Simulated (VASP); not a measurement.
# In3GaAs4 (Pmm2) in VASP: notebook

In3GaAs4 is run at these levels: PBE; tasks: single point, relaxation of cell and atoms.

All numbers are computed with VASP 6.6.1; they aren't measurements. Logs are shortened: lines on timing, memory, paths and dates and some standing lists are left out, and cuts for length are marked.

## 1. The cell of the first run

The structure is orthorhombic, space group Pmm2 (No. 25). Conventional cell: a = 4.325 Å, b = 8.671 Å, c = 6.016 Å, α = 90.00°, β = 90.00°, γ = 90.00°. In (site symmetry m) has 4 As at 2.67 to 2.68 Å within 3.5 Å. In (site symmetry mm2) has 4 As at 2.66 to 2.69 Å within 3.5 Å. Ga (site symmetry mm2) has 4 As at 2.51 to 2.55 Å within 3.3 Å. As (site symmetry mm2) has 2 Ga at 2.55 Å and 2 In at 2.68 Å within 3.4 Å. Within 3.3 Å of As (site symmetry m) lie 1 Ga at 2.51 Å and 3 In at 2.67 to 2.69 Å. As (site symmetry mm2) has 4 In at 2.66 to 2.67 Å within 3.5 Å.

The cell was generated, and may not be a known phase.

## 2. Single point, PBE

Contents of INCAR:

```
SYSTEM = In3GaAs4
  PREC = Accurate
  ENCUT = 520
  EDIFF = 1E-6
  ISMEAR = 0
  SIGMA = 0.2
  LREAL = .FALSE.
  LASPH = .TRUE.
  NELM = 80
  ALGO = Normal
  ISIF = 2
  LWAVE = .FALSE.
  LCHARG = .FALSE.
  GGA = PE
  NBANDS = 46
```

Contents of KPOINTS:

```
regular mesh
0
G
  4 2 3
  0 0 0
```

Contents of POSCAR:

```
In3GaAs4
1.0
    4.3245719965      0.0000000000      0.0000000000
    0.0000000000      8.6705736692      0.0000000000
    0.0000000000      0.0000000000      6.0157736468
In Ga As
3 1 4
Direct
    0.0000000000      0.7587252288      0.2496086619
    0.5000000000      0.5000000000      0.7515845176
    0.0000000000      0.2412747712      0.2496086619
    0.5000000000      0.0000000000      0.7468671544
    0.0000000000      0.0000000000      0.9715694900
    0.5000000000      0.7617454542      0.5103805681
    0.0000000000      0.5000000000      0.0100014081
    0.5000000000      0.2382545458      0.5103805681
```

Potentials or basis: VASP PAW PBE potentials, release 64 (In_d, Ga_d, As).

Run with:

```
$ cat potpaw_PBE.64/In_d/POTCAR potpaw_PBE.64/Ga_d/POTCAR potpaw_PBE.64/As/POTCAR > POTCAR
$ mpirun -np 1 vasp_std > vasp.out
```

OUTCAR:

```text
SYSTEM = In3GaAs4
   PREC = Accurate
   ENCUT = 520
   EDIFF = 1E-6
   ISMEAR = 0
   LREAL = .FALSE.
   LASPH = .TRUE.
   NELM = 80
   ISIF = 2
   GGA = PE

 ion  position               nearest neighbor table
   1  0.000  0.759  0.250-   7 2.67   6 2.67   6 2.67   5 2.68
   2  0.500  0.500  0.752-   7 2.66   7 2.66   8 2.69   6 2.69
   3  0.000  0.241  0.250-   7 2.67   8 2.67   8 2.67   5 2.68
   4  0.500  0.000  0.747-   6 2.51   8 2.51   5 2.55   5 2.55
   5  0.000  0.000  0.972-   4 2.55   4 2.55   1 2.68   3 2.68
   6  0.500  0.762  0.510-   4 2.51   1 2.67   1 2.67   2 2.69
   7  0.000  0.500  0.010-   2 2.66   2 2.66   3 2.67   1 2.67
   8  0.500  0.238  0.510-   4 2.51   3 2.67   3 2.67   2 2.69

  LATTYP: Found a simple orthorhombic cell.
 ALAT       =     4.3245719965
 B/A-ratio  =     1.3910679835
 C/A-ratio  =     2.0049553288

  Lattice vectors:

 A1 = (  -4.3245719965,   0.0000000000,   0.0000000000)
 A2 = (   0.0000000000,   0.0000000000,   6.0157736468)
 A3 = (   0.0000000000,   8.6705736692,   0.0000000000)

Analysis of symmetry for initial positions (statically):
=====================================================================
 Subroutine PRICEL returns:
 Original cell was already a primitive cell.

 Routine SETGRP: Setting up the symmetry group for a
 simple orthorhombic supercell.

 Subroutine GETGRP returns: Found  4 space group operations
 (whereof  4 operations were pure point group operations)
 out of a pool of  8 trial point group operations.

The static configuration has the point symmetry C_2v.

Analysis of symmetry for dynamics (positions and initial velocities):
=====================================================================
 Subroutine PRICEL returns:
 Original cell was already a primitive cell.

 Routine SETGRP: Setting up the symmetry group for a
 simple orthorhombic supercell.

 Subroutine GETGRP returns: Found  4 space group operations
 (whereof  4 operations were pure point group operations)
 out of a pool of  8 trial point group operations.

The dynamic configuration has the point symmetry C_2v.

 Subroutine INISYM returns: Found  4 space group operations
 (whereof  4 operations are pure point group operations),
 and found     1 'primitive' translations

----------------------------------------------------------------------------------------

                                     Primitive cell

  volume of cell :     225.5706

[... 92 lines left out ...]
   NFREE  =      0    steps in history (QN), initial steepest desc. (CG)
   ISIF   =      2    stress and relaxation
   ISYM   =      2    0-nonsym 1-usesym 2-fastsym
   POTIM  = 0.5000    time-step for ionic-motion
   TEBEG  =    0.0;   TEEND  =   0.0 temperature during run
   PSTRESS=    0.0 pullay stress
   NELECT =      72.0000    total number of electrons
   NUPDOWN=      -1.0000    fix difference up-down
   EMIN   =  10.00;   EMAX   =-10.00  energy-range for DOS
   EFERMI =   0.00;   METHOD = LEGACY
   ISMEAR =     0;   SIGMA  =   0.20  broadening in eV -4-tet -1-fermi 0-gaus
   EFERMI_NEDOS =   21; number of points for ismear=-14 and -15
   IALGO  =     38    algorithm
   IMIX   =      4    mixing-type and parameters
     AMIX     =   0.40;   BMIX     =  1.00
     AMIX_MAG =   1.60;   BMIX_MAG =  1.00
  volume/ion in A,a.u.               =      28.20       190.28
  Fermi-wavevector in a.u.,A,eV,Ry     =   1.118815  2.114253 17.031044  1.251746
  Thomas-Fermi vector in A             =   2.255449
   LORBIT       =      0    0 simple, 1 ext, 2 COOP (PROOUT), +10 PAW based schemes
   GGA     = PE    functional components
   LHFCALC =     F    Hartree Fock is set to
   AEXX    =    0.0000 exact exchange contribution
   IVDW    =     0    specifies the selected vdW correction
   LEPSILON=     F    determine dielectric tensor
   LRPA    =     F    only Hartree local field effects (RPA)
 non-spin polarized calculation
 Gauss-broadening in eV      SIGMA  =   0.20
  energy-cutoff  :      520.00
  volume of cell :      225.57
 maximum number of plane-waves:      6120
   NGX = 17   NGY = 33   NGZ = 23

 number of electron      72.0000017 magnetization

 Free energy of the ion-electron system (eV)
  ---------------------------------------------------
  ext. energy  EPLUGINS =         0.00000000
  ---------------------------------------------------
  free energy    TOTEN  =       -31.18235615 eV

  energy without entropy =      -31.16802419  energy(sigma->0) =      -31.17519017

 E-fermi :   3.8214     XC(G=0):  -8.9118

 val. band max:        3.7628965354   @ k =   0.0000   0.0000   0.0000
 cond. band min:       4.8364522024   @ k =   0.0000   0.0000   0.3333
 fundamental gap:      1.0735556670
 Fermi energy:         3.8213834023

 k-point     1 :       0.0000    0.0000    0.0000
  band No.  band energies     occupation
      1     -10.9635      2.00000
      2     -10.9601      2.00000
      3     -10.9286      2.00000
      4     -10.9019      2.00000
      5     -10.8726      2.00000
      6     -10.6556      2.00000
[... 577 lines left out ...]
     45       9.4292      0.00000
     46       9.5401      0.00000

------------------------ aborting loop because EDIFF is reached ----------------------------------------

  FORCE on cell =-STRESS in cart. coord.  units (eV):
  Direction    XX          YY          ZZ          XY          YZ          ZX
  --------------------------------------------------------------------------------------
  -------------------------------------------------------------------------------------
  Total        0.1076029      0.0550030      0.0394841      0.0000000      0.0000000      0.0000000
  in kB        0.7642795      0.3906738      0.2804469      0.0000000      0.0000000      0.0000000
  external PRESSURE =       0.4784667 kB  Pullay stress =       0.0000000 kB

 VOLUME and BASIS-vectors are now :
 -----------------------------------------------------------------------------
  energy-cutoff  :      520.00
  volume of cell :      225.57
      direct lattice vectors                 reciprocal lattice vectors
     4.324571996  0.000000000  0.000000000     0.231236756  0.000000000  0.000000000
     0.000000000  8.670573669  0.000000000     0.000000000  0.115332623  0.000000000
     0.000000000  0.000000000  6.015773647     0.000000000  0.000000000  0.166229659

 POSITION                                       TOTAL-FORCE (eV/Angst)
 -----------------------------------------------------------------------------------
      0.00000      6.57858      1.50159         0.000000      0.007254     -0.003074
      2.16229      4.33529      4.52136         0.000000      0.000000      0.003389
      0.00000      2.09199      1.50159         0.000000     -0.007254     -0.003074
      2.16229      0.00000      4.49298         0.000000      0.000000     -0.008149
      0.00000      0.00000      5.84474         0.000000      0.000000      0.024054
      2.16229      6.60477      3.07033        -0.000000     -0.006114     -0.006060
      0.00000      4.33529      0.06017         0.000000      0.000000     -0.001026
      2.16229      2.06580      3.07033         0.000000      0.006114     -0.006060
 -----------------------------------------------------------------------------------
    total drift:                                0.000000      0.000000      0.000107

  FREE ENERGIE OF THE ION-ELECTRON SYSTEM (eV)
  ---------------------------------------------------
  free  energy   TOTEN  =       -31.1823561529 eV

  energy  without entropy=      -31.1680241857  energy(sigma->0) =      -31.17519017
```

OSZICAR:

```text
N       E                     dE             d eps       ncg     rms          rms(c)
DAV:   1     0.677724690470E+03    0.67772E+03   -0.32421E+04  1110   0.185E+03
DAV:   2     0.701796419157E+02   -0.60755E+03   -0.59087E+03  1112   0.484E+02
DAV:   3    -0.260873749467E+02   -0.96267E+02   -0.94043E+02  1328   0.191E+02
DAV:   4    -0.318945223915E+02   -0.58071E+01   -0.57729E+01  1338   0.455E+01
DAV:   5    -0.321139862195E+02   -0.21946E+00   -0.21934E+00  1488   0.937E+00    0.834E+00
DAV:   6    -0.312379023113E+02    0.87608E+00   -0.16527E+00  1526   0.125E+01    0.435E+00
DAV:   7    -0.311800411986E+02    0.57861E-01   -0.85283E-01  1626   0.414E+00    0.121E+00
DAV:   8    -0.311799114469E+02    0.12975E-03   -0.10803E-01  1504   0.291E+00    0.633E-01
DAV:   9    -0.311811083354E+02   -0.11969E-02   -0.13253E-02  1510   0.133E+00    0.299E-01
DAV:  10    -0.311821264853E+02   -0.10181E-02   -0.28141E-03  1496   0.401E-01    0.838E-02
DAV:  11    -0.311823460682E+02   -0.21958E-03   -0.56280E-04  1394   0.184E-01    0.348E-02
DAV:  12    -0.311823502287E+02   -0.41605E-05   -0.93746E-05  1470   0.801E-02    0.157E-02
DAV:  13    -0.311823556177E+02   -0.53890E-05   -0.23053E-05  1400   0.253E-02    0.516E-03
DAV:  14    -0.311823561529E+02   -0.53521E-06   -0.24138E-06  1102   0.707E-03
   1 F= -.31182356E+02 E0= -.31175190E+02  d E =-.143320E-01
```

Wall time 3.3 min (1 thread of Intel Xeon 8259CL, shared host); peak memory 0.36 GiB.

Results:

| Item | Value |
| --- | --- |
| Free energy | -31.1824 eV |
| Pressure | 0.0 GPa |
| Largest force | 0.024 eV/Å |
| Band gap on the k mesh | zero (filled and empty bands touch) |

Forces in eV/Å, atoms in the order of the input:
```
In   0.000  0.007 -0.003
In   0.000  0.000  0.003
In   0.000 -0.007 -0.003
Ga   0.000  0.000 -0.008
As   0.000  0.000  0.024
As   0.000 -0.006 -0.006
As   0.000  0.000 -0.001
As   0.000  0.006 -0.006
```

Caveat: the k points lie up to 0.36 Å⁻¹ apart; semilocal functionals underestimate gaps, and a narrow one can read as zero; spin-orbit coupling is left out, which moves the levels of the heavy elements.

## 3. Relaxation of cell and atoms, PBE

Contents of INCAR:

```
PREC     = Accurate       # precision mode
ENCUT    = 600            # plane-wave cutoff, eV
EDIFF    = 1E-7           # SCF threshold, eV
ISMEAR   = 0              # smearing method
SIGMA    = 0.1            # smearing width, eV
LREAL    = False          # projectors in reciprocal space
LASPH    = True           # aspherical terms in the spheres
NELM     = 80             # most SCF steps
ALGO     = Fast           # electronic algorithm
ISIF     = 3              # what is computed and relaxed
LWAVE    = False          # write WAVECAR
LCHARG   = False          # write CHGCAR
GGA      = PE             # functional
IBRION   = 2              # ionic algorithm
NSW      = 100            # ionic steps
EDIFFG   = -0.01          # ionic threshold
```

Contents of KPOINTS:

```
regular mesh
0
Gamma
  8 4 6
```

POSCAR is that of step 2.

Potentials or basis: VASP PAW PBE potentials, release 64 (In_d, Ga_d, As).

Run with:

```
$ cat potpaw_PBE.64/In_d/POTCAR potpaw_PBE.64/Ga_d/POTCAR potpaw_PBE.64/As/POTCAR > POTCAR
$ mpirun -np 1 vasp_std > vasp.out
```

It took 2.4 h on 1 thread of Oxide Virtual Turin-like, shared host; peak memory 0.78 GiB.

The run converged. Its results:

| Item | Value |
| --- | --- |
| Free energy | -31.3397 eV |
| Relaxed volume | 28.11 Å³/atom |
| Relaxed cell | a = 4.296 Å, b = 8.606 Å, c = 6.082 Å, α = 90.00°, β = 90.00°, γ = 90.00° |
| Space group after relaxing (to 0.1 Å) | Pmm2 (No. 25) |
| Energy gained by relaxing | 0.9 meV/atom |
| Ionic steps | 7 |
| Pressure after relaxing | 0.0 GPa |
| Largest force after relaxing | 0.008 eV/Å |
| Band gap on the k mesh | 0.03 eV |

Forces on the atoms (eV/Å):
```
In   0.000 -0.004 -0.001
In   0.000  0.000 -0.007
In   0.000  0.004 -0.001
Ga   0.000  0.000  0.006
As   0.000  0.000 -0.008
As   0.000 -0.003  0.004
As   0.000  0.000  0.001
As   0.000  0.003  0.004
```

The path:
```tsv
step	energy change (eV)	largest force (eV/Å)	pressure (GPa)	volume (Å³)
1	0.0000	0.0566	-0.19	225.57
2	-0.0038	0.0194	0.10	224.47
3	-0.0045	0.0120	0.18	223.99
4	-0.0042	0.0309	0.43	223.04
5	-0.0046	0.0157	0.22	223.70
6	-0.0067	0.0087	0.05	224.56
7	-0.0068	0.0084	-0.02	224.84
```

Final structure:
```
CELL_PARAMETERS angstrom
4.29594 0.00000 0.00000
0.00000 8.60558 0.00000
0.00000 0.00000 6.08193
ATOMIC_POSITIONS crystal
In 0.00000 0.75896 0.24970
In 0.50000 0.50000 0.75197
In 0.00000 0.24104 0.24970
Ga 0.50000 0.00000 0.74664
As 0.00000 0.00000 0.97257
As 0.50000 0.76185 0.50982
As 0.00000 0.50000 0.00979
As 0.50000 0.23815 0.50982
```

Levels at points of the mesh, in eV from the valence-band top:
| k point | band 33 | band 34 | band 35 | band 36 | band 37 | band 38 | band 39 | band 40 |
| --- | --- | --- | --- | --- | --- | --- | --- | --- |
| (0.00, 0.00, 0.00) | -0.85 | -0.45 | -0.04 | 0.00 | 0.03 | 1.53 | 1.88 | 2.39 |
| (0.50, 0.00, 0.00) | -2.14 | -2.10 | -1.10 | -0.87 | 1.61 | 1.65 | 1.89 | 2.01 |
| (0.00, 0.50, 0.00) | -1.08 | -1.00 | -0.29 | -0.12 | 1.31 | 1.84 | 2.01 | 2.37 |
| (0.50, 0.50, 0.00) | -2.14 | -2.00 | -1.90 | -1.84 | 2.54 | 2.61 | 2.62 | 2.83 |
| (0.00, 0.00, 0.50) | -0.95 | -0.91 | -0.89 | -0.78 | 0.64 | 0.95 | 2.13 | 2.23 |
| (0.50, 0.00, 0.50) | -1.07 | -0.93 | -0.91 | -0.79 | 0.69 | 0.90 | 3.89 | 4.03 |
| (0.00, 0.50, 0.50) | -1.25 | -1.03 | -1.00 | -0.97 | 1.56 | 1.98 | 1.99 | 2.10 |
| (0.50, 0.50, 0.50) | -1.56 | -1.55 | -1.53 | -1.51 | 2.55 | 2.58 | 2.62 | 2.75 |

Caveat: the smearing spreads over this small gap; semilocal functionals underestimate gaps, and a narrow one can read as zero; spin-orbit coupling is left out, which moves the levels of the heavy elements.

The gap in the log of VASP goes by the Fermi energy; the results here count the filled bands.